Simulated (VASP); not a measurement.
# Si2W (I4/mmm) in VASP: further runs

Si2W is run at these levels: PBE, r2SCAN, LDA; tasks: single point.

All numbers are computed with VASP 6.6.1; they aren't measurements. Logs are shortened: lines on timing, memory, paths and dates and some standing lists are left out, and cuts for length are marked.

### Step 1. The cell of the first run

The structure is tetragonal, space group I4/mmm (No. 139). The conventional cell has a = 3.214 Å, b = 3.214 Å, c = 7.830 Å, α = 90.00°, β = 90.00°, γ = 90.00°. Within 3.4 Å of W (site symmetry 4/mmm) lie 10 Si at 2.62 Å and 4 W at 3.21 Å. Within 3.4 Å of Si (site symmetry 4mm) lie 9 Si at 2.59 to 3.21 Å and 5 W at 2.62 Å.

### Step 2. Single point, PBE

INCAR reads:

```
PREC = Accurate ; ENCUT = 520
EDIFF = 1E-6 ; ISMEAR = 0
SIGMA = 0.05 ; LREAL = False
LASPH = True ; NELM = 60
ALGO = Normal ; ISIF = 2
LWAVE = False ; LCHARG = False
GGA = PE ; NBANDS = 18
```

KPOINTS reads:

```
regular mesh
0
Gamma
  12 12 12
```

POSCAR reads:

```
Si2W
1.0
   -1.6069000000      1.6069000000      3.9149500000
    1.6069000000     -1.6069000000      3.9149500000
    1.6069000000      1.6069000000     -3.9149500000
W Si
1 2
Direct
    0.0000000000      0.0000000000      0.0000000000
    0.6653000000      0.6653000000      0.0000000000
    0.3347000000      0.3347000000      0.0000000000
```

Potentials or basis: VASP PAW PBE potentials, release 64 (W_sv, Si).

Started as:

```console
cat potpaw_PBE.64/W_sv/POTCAR potpaw_PBE.64/Si/POTCAR > POTCAR
mpirun -np 1 vasp_std > vasp.out
```

OUTCAR:

```text
PREC = Accurate
   ENCUT = 520
   EDIFF = 1E-6
   ISMEAR = 0
   LREAL = False
   LASPH = True
   NELM = 60
   ISIF = 2
   GGA = PE

 ion  position               nearest neighbor table
   1  0.000  0.000  0.000-   2 2.62   2 2.62   2 2.62   3 2.62   2 2.62   3 2.62   3 2.62   3 2.62
                             2 2.62   3 2.62
   2  0.665  0.665  0.000-   3 2.59   1 2.62   1 2.62   1 2.62   1 2.62   1 2.62   3 2.63   3 2.63
                             3 2.63   3 2.63
   3  0.335  0.335  0.000-   2 2.59   1 2.62   1 2.62   1 2.62   1 2.62   1 2.62   2 2.63   2 2.63
                             2 2.63   2 2.63

  LATTYP: Found a body centered tetragonal cell.
 ALAT       =     3.2138000000
 C/A-ratio  =     2.4363370465

  Lattice vectors:

 A1 = (  -1.6069000000,   1.6069000000,   3.9149500000)
 A2 = (   1.6069000000,  -1.6069000000,   3.9149500000)
 A3 = (   1.6069000000,   1.6069000000,  -3.9149500000)

Analysis of symmetry for initial positions (statically):
=====================================================================
 Subroutine PRICEL returns:
 Original cell was already a primitive cell.

 Routine SETGRP: Setting up the symmetry group for a
 body centered tetragonal supercell.

 Subroutine GETGRP returns: Found 16 space group operations
 (whereof 16 operations were pure point group operations)
 out of a pool of 16 trial point group operations.

The static configuration has the point symmetry D_4h.

Analysis of symmetry for dynamics (positions and initial velocities):
=====================================================================
 Subroutine PRICEL returns:
 Original cell was already a primitive cell.

 Routine SETGRP: Setting up the symmetry group for a
 body centered tetragonal supercell.

 Subroutine GETGRP returns: Found 16 space group operations
 (whereof 16 operations were pure point group operations)
 out of a pool of 16 trial point group operations.

The dynamic configuration has the point symmetry D_4h.

 Subroutine INISYM returns: Found 16 space group operations
 (whereof 16 operations are pure point group operations),
 and found     1 'primitive' translations

----------------------------------------------------------------------------------------

                                     Primitive cell

  volume of cell :      40.4356

  direct lattice vectors                    reciprocal lattice vectors
    -1.606900000  1.606900000  3.914950000     0.000000000  0.311158131  0.127715552
     1.606900000 -1.606900000  3.914950000     0.311158131  0.000000000  0.127715552
     1.606900000  1.606900000 -3.914950000     0.311158131  0.311158131  0.000000000

  length of vectors
     4.526708376  4.526708376  4.526708376     0.336348992  0.336348992  0.440044048

  position of ions in fractional coordinates (direct lattice)
     0.000000000  0.000000000  0.000000000
     0.665300000  0.665300000  0.000000000
     0.334700000  0.334700000  0.000000000

  ion indices of the primitive-cell ions
   primitive index   ion index
                 1           1
                 2           2
                 3           3

----------------------------------------------------------------------------------------

 KPOINTS: regular mesh

Automatic generation of k-mesh.
 Grid dimensions read from file:
 generate k-points for:   12   12   12

 Generating k-lattice:

  Cartesian coordinates                     Fractional coordinates (reciprocal lattice)
     0.000000000  0.025929844  0.010642963     0.083333333  0.000000000  0.000000000
     0.025929844  0.000000000  0.010642963     0.000000000  0.083333333  0.000000000
     0.025929844  0.025929844  0.000000000     0.000000000  0.000000000  0.083333333

  Length of vectors
     0.028029083  0.028029083  0.036670337

  Shift w.r.t. Gamma in fractional coordinates (k-lattice)
     0.000000000  0.000000000  0.000000000

 Subroutine IBZKPT returns following result:
 ===========================================

 Found    163 irreducible k-points:

 Following reciprocal coordinates:
            Coordinates               Weight
  0.000000  0.000000  0.000000      1.000000
  0.083333  0.000000  0.000000      8.000000
  0.166667 -0.000000  0.000000      8.000000
  0.250000  0.000000  0.000000      8.000000
  0.333333  0.000000  0.000000      8.000000
  0.416667  0.000000  0.000000      8.000000
[... 16 lines left out ...]
  0.500000  0.166667 -0.000000     16.000000
 -0.416667  0.166667  0.000000     16.000000
 [... further k-points ...]
   k-points           NKPTS =    163   k-points in BZ     NKDIM =    163   number of bands    NBANDS=     18
   number of dos      NEDOS =    301   number of ions     NIONS =      3
   total plane-waves  NPLWV =  46656
   dimension x,y,z NGX =    36 NGY =   36 NGZ =   36
   dimension x,y,z NGXF=    72 NGYF=   72 NGZF=   72
   ions per type =               1   2
   NGX,Y,Z   is equivalent  to a cutoff of  13.22, 13.22, 13.22 a.u.
   NGXF,Y,Z  is equivalent  to a cutoff of  26.44, 26.44, 26.44 a.u.
 SYSTEM =  unknown system
   PREC   = accura    normal or accurate (medium, high low for compatibility)
   ISTART =      0    job   : 0-new  1-cont  2-samecut
   ICHARG =      2    charge: 1-file 2-atom 10-const
   ISPIN  =      1    spin polarized calculation?
   LNONCOLLINEAR =      F non collinear calculations
   LSORBIT =      F    spin-orbit coupling
   LASPH  =      T    aspherical Exc in radial PAW
   ENCUT  =  520.0 eV  38.22 Ry    6.18 a.u.   8.42  8.42  8.42*2*pi/ulx,y,z
   NELM   =     60;   NELMIN=  2; NELMDL= -5     # of ELM steps
   EDIFF  = 0.1E-05   stopping-criterion for ELM
   LREAL  =      F    real-space projection
   EDIFFG = 0.1E-04   stopping-criterion for IOM
   NSW    =      0    number of steps for IOM
   IBRION =     -1    ionic relax: 0-MD 1-quasi-New 2-CG
   NFREE  =      0    steps in history (QN), initial steepest desc. (CG)
   ISIF   =      2    stress and relaxation
   ISYM   =      2    0-nonsym 1-usesym 2-fastsym
   POTIM  = 0.5000    time-step for ionic-motion
   TEBEG  =    0.0;   TEEND  =   0.0 temperature during run
   PSTRESS=    0.0 pullay stress
   NELECT =      22.0000    total number of electrons
   NUPDOWN=      -1.0000    fix difference up-down
   EMIN   =  10.00;   EMAX   =-10.00  energy-range for DOS
   EFERMI =   0.00;   METHOD = LEGACY
   ISMEAR =     0;   SIGMA  =   0.05  broadening in eV -4-tet -1-fermi 0-gaus
   EFERMI_NEDOS =   21; number of points for ismear=-14 and -15
   IALGO  =     38    algorithm
   IMIX   =      4    mixing-type and parameters
     AMIX     =   0.40;   BMIX     =  1.00
     AMIX_MAG =   1.60;   BMIX_MAG =  1.00
  volume/ion in A,a.u.               =      13.48        90.96
  Fermi-wavevector in a.u.,A,eV,Ry     =   1.336476  2.525573 24.302284  1.786167
  Thomas-Fermi vector in A             =   2.465099
   LORBIT       =      0    0 simple, 1 ext, 2 COOP (PROOUT), +10 PAW based schemes
   GGA     = PE    functional components
   LHFCALC =     F    Hartree Fock is set to
   AEXX    =    0.0000 exact exchange contribution
   IVDW    =     0    specifies the selected vdW correction
   LEPSILON=     F    determine dielectric tensor
   LRPA    =     F    only Hartree local field effects (RPA)
 non-spin polarized calculation
 Gauss-broadening in eV      SIGMA  =   0.05
  energy-cutoff  :      520.00
  volume of cell :       40.44
 maximum number of plane-waves:      1118
 NGX is ok and might be reduce to    36
   NGX = 17   NGY = 17   NGZ = 17

 number of electron      21.9999999 magnetization

 Free energy of the ion-electron system (eV)
  ---------------------------------------------------
  ext. energy  EPLUGINS =         0.00000000
  ---------------------------------------------------
  free energy    TOTEN  =       -24.80844238 eV

  energy without entropy =      -24.80819071  energy(sigma->0) =      -24.80831654

 E-fermi :  11.9949     XC(G=0): -12.5286

 val. band max:       11.9898698589   @ k =  -0.4167  -0.4167   0.3333
 cond. band min:      12.0158945005   @ k =  -0.4167  -0.4167   0.4167
 fundamental gap:      0.0260246417
 Fermi energy:        11.9948770064

 k-point     1 :       0.0000    0.0000    0.0000
  band No.  band energies     occupation
      1     -61.8943      2.00000
      2     -26.1513      2.00000
      3     -26.1370      2.00000
      4     -26.1370      2.00000
      5      -2.1173      2.00000
      6       5.1044      2.00000
[... 10 lines left out ...]
     17      17.6588      0.00000
     18      17.6588      0.00000

 k-point     2 :       0.0833    0.0000    0.0000
  band No.  band energies     occupation
      1     -61.8938      2.00000
      2     -26.1518      2.00000
      3     -26.1502      2.00000
      4     -26.1357      2.00000
      5      -1.9846      2.00000
      6       5.1138      2.00000
[... 10 lines left out ...]
     17      17.6746      0.00000
     18      18.1294      0.00000

 k-point     3 :       0.1667   -0.0000    0.0000
  band No.  band energies     occupation
      1     -61.8924      2.00000
      2     -26.1920      2.00000
      3     -26.1472      2.00000
      4     -26.1320      2.00000
      5      -1.5931      2.00000
      6       5.0872      2.00000
[... 10 lines left out ...]
     17      17.9883      0.00000
     18      19.1942      0.00000

 k-point     4 :       0.2500    0.0000    0.0000
  band No.  band energies     occupation
      1     -61.8905      2.00000
      2     -26.2464      2.00000
      3     -26.1430      2.00000
      4     -26.1270      2.00000
      5      -0.9621      2.00000
      6       4.8177      2.00000
[... 375 lines left out ...]
      4     -26.1312      2.00000
      5       1.5193      2.00000
      6       3.0455      2.00000
[... 10 lines left out ...]
     17      19.2668      0.00000
     18      20.6387      0.00000

 k-point    23 :       0.5000    0.1667   -0.0000
  band No.  band energies     occupation
      1     -61.8849      2.00000
      2     -26.3460      2.00000
      3     -26.1691      2.00000
      4     -26.1291      2.00000
      5       1.9959      2.00000
      6       2.5753      2.00000
[... 10 lines left out ...]
     17      19.3505      0.00000
     18      20.6966      0.00000

 k-point    24 :      -0.4167    0.1667    0.0000
  band No.  band energies     occupation
      1     -61.8854      2.00000
      2     -26.3318      2.00000
      3     -26.1705      2.00000
      4     -26.1294      2.00000
      5       0.9653      2.00000
      6       3.6477      2.00000
[... 10 lines left out ...]
     17      19.0355      0.00000
     18      20.3218      0.00000

 [... further k-points ...]

------------------------ aborting loop because EDIFF is reached ----------------------------------------

  FORCE on cell =-STRESS in cart. coord.  units (eV):
  Direction    XX          YY          ZZ          XY          YZ          ZX
  --------------------------------------------------------------------------------------
  -------------------------------------------------------------------------------------
  Total        0.7989522      0.7989522      0.9371741      0.0000000      0.0000000      0.0000000
  in kB       31.6568334     31.6568334     37.1335910      0.0000000      0.0000000      0.0000000
  external PRESSURE =      33.4824192 kB  Pullay stress =       0.0000000 kB

 VOLUME and BASIS-vectors are now :
 -----------------------------------------------------------------------------
  energy-cutoff  :      520.00
  volume of cell :       40.44
      direct lattice vectors                 reciprocal lattice vectors
    -1.606900000  1.606900000  3.914950000     0.000000000  0.311158131  0.127715552
     1.606900000 -1.606900000  3.914950000     0.311158131  0.000000000  0.127715552
     1.606900000  1.606900000 -3.914950000     0.311158131  0.311158131  0.000000000

 POSITION                                       TOTAL-FORCE (eV/Angst)
 -----------------------------------------------------------------------------------
      0.00000      0.00000      0.00000        -0.000000     -0.000000      0.000000
      0.00000      0.00000      5.20923         0.000000      0.000000      0.083389
      0.00000      0.00000      2.62067        -0.000000     -0.000000     -0.083389
 -----------------------------------------------------------------------------------
    total drift:                               -0.000000     -0.000000      0.000000

  FREE ENERGIE OF THE ION-ELECTRON SYSTEM (eV)
  ---------------------------------------------------
  free  energy   TOTEN  =       -24.8084423754 eV

  energy  without entropy=      -24.8081907073  energy(sigma->0) =      -24.80831654
```

It took 69 s on 1 thread of Intel Xeon 6975P-C (Granite Rapids), shared host; peak memory 0.28 GiB.

What came out:

```yaml
Free_energy: -24.8084 eV
Pressure: 3.3 GPa
Largest_force: 0.083 eV/Å
Band_gap_on_the_k_mesh: zero (bands 11 and 12 overlap by 1.30 eV)
```

Forces in eV/Å, atoms in the order of the input:
```
W    0.000  0.000  0.000
Si   0.000  0.000  0.083
Si   0.000  0.000 -0.083
```

Stress tensor (GPa, compression positive):
```
3.17 0.00 0.00
0.00 3.17 0.00
0.00 0.00 3.71
```

Caveat: the cell stands under pressure; spin-orbit coupling is left out, which moves the levels of the heavy elements.

### Step 3. Single point, PBE

This run uses another cell than the first one, of 13.75 Å³/atom.

INCAR reads:

```
  PREC = Accurate
  ENCUT = 520
  EDIFF = 1E-7
  ISMEAR = -1
  SIGMA = 0.05
  LREAL = F
  LASPH = T
  NELM = 80
  ALGO = Normal
  ISIF = 2
  LWAVE = F
  LCHARG = F
  GGA = PE
  NBANDS = 18
```

KPOINTS is that of step 2.

POSCAR reads:

```
Si2W
1.0
   -1.6175420320      1.6175420320      3.9408775768
    1.6175420320     -1.6175420320      3.9408775768
    1.6175420320      1.6175420320     -3.9408775768
W Si
1 2
Direct
    0.0000000000      0.0000000000      0.0000000000
    0.6653000000      0.6653000000      0.0000000000
    0.3347000000      0.3347000000      0.0000000000
```

Potentials or basis: VASP PAW PBE potentials, release 64 (W_sv, Si).

Started as:

```console
cat potpaw_PBE.64/W_sv/POTCAR potpaw_PBE.64/Si/POTCAR > POTCAR
mpirun -np 1 vasp_std > vasp.out
```

Run time: 71 s. Hardware: 1 thread of Intel Xeon 6975P-C (Granite Rapids), shared host; peak memory 0.27 GiB.

The run converged. Its results:

```
Free energy            : -24.8150 eV
Pressure               : -1.1 GPa
Largest force          : 0.025 eV/Å
Band gap on the k mesh : zero (bands 11 and 12 overlap by 1.27 eV)
```

Forces in eV/Å, atoms in the order of the input:
```
W    0.000  0.000  0.000
Si   0.000  0.000  0.025
Si   0.000  0.000 -0.025
```

Levels at points of the mesh, in eV from the Fermi level:
```
           k point  band 9  band 10  band 11  band 12  band 13  band 14
(0.00, 0.00, 0.00)   -2.79    -2.79     0.58     2.61     3.00     3.00
(0.50, 0.00, 0.00)   -2.75    -2.70    -0.42     2.61     2.74     3.87
(0.50, 0.50, 0.00)   -4.94    -3.18    -1.77     2.71     2.87     3.03
(0.50, 0.50, 0.50)   -0.85    -0.85    -0.50    -0.50     0.76     4.41
```

Caveat: spin-orbit coupling is left out, which moves the levels of the heavy elements.

### Step 4. Single point, r2SCAN

This run uses another cell than the first one, of 13.75 Å³/atom.

POSCAR is that of step 3.

INCAR.step1 reads:

```
  PREC = Accurate
  ENCUT = 520
  ISMEAR = -1
  SIGMA = 0.05
  LREAL = False
  LASPH = True
  NELM = 100
  NBANDS = 18
  GGA = PE
  ALGO = Normal
  EDIFF = 1E-4
  LWAVE = True
  LCHARG = False
```

INCAR.step2 reads:

```
  PREC = Accurate
  ENCUT = 520
  EDIFF = 1E-6
  ISMEAR = -1
  SIGMA = 0.05
  LREAL = False
  LASPH = True
  NELM = 100
  ALGO = Normal
  ISIF = 2
  LWAVE = False
  LCHARG = False
  METAGGA = R2SCAN
  LMIXTAU = True
  NBANDS = 18
  ISTART = 1
```

KPOINTS is that of step 3.

Started as:

```console
cat potpaw_PBE.64/W_sv/POTCAR potpaw_PBE.64/Si/POTCAR > POTCAR
cp INCAR.step1 INCAR
mpirun -np 1 vasp_std > vasp.out
cp INCAR.step2 INCAR
mpirun -np 1 vasp_std > vasp.out
```

It took 4.5 min on 1 thread of Intel Xeon 6975P-C (Granite Rapids), shared host; peak memory 0.29 GiB.

It converged, with:

```yaml
Free_energy: -69.7989 eV
Pressure: -5.4 GPa
Largest_force: 0.070 eV/Å
Band_gap_on_the_k_mesh: zero (bands 11 and 12 overlap by 1.31 eV)
```

Forces in eV/Å, atoms in the order of the input:
```
W    0.000  0.000  0.000
Si   0.000  0.000 -0.070
Si   0.000  0.000  0.070
```

Stress tensor (GPa, compression positive):
```
-4.69  0.00  0.00
 0.00 -4.69  0.00
 0.00  0.00 -6.74
```

Levels at points of the mesh, in eV from the Fermi level:
```tsv
k point	band 9	band 10	band 11	band 12	band 13	band 14
(0.00, 0.00, 0.00)	-2.98	-2.98	0.59	2.88	3.14	3.14
(0.50, 0.00, 0.00)	-2.92	-2.80	-0.47	2.89	2.90	4.11
(0.50, 0.50, 0.00)	-5.23	-3.38	-1.99	2.92	3.18	3.30
(0.50, 0.50, 0.50)	-0.96	-0.96	-0.53	-0.53	0.77	4.76
```

Caveat: the cell stands under tension; the PAW data sets were made with another functional, which shifts forces and pressure a little; spin-orbit coupling is left out, which moves the levels of the heavy elements.

(Part 1 of 2 ends here.)

The gap in the log of VASP goes by the Fermi energy; the results here count the filled bands.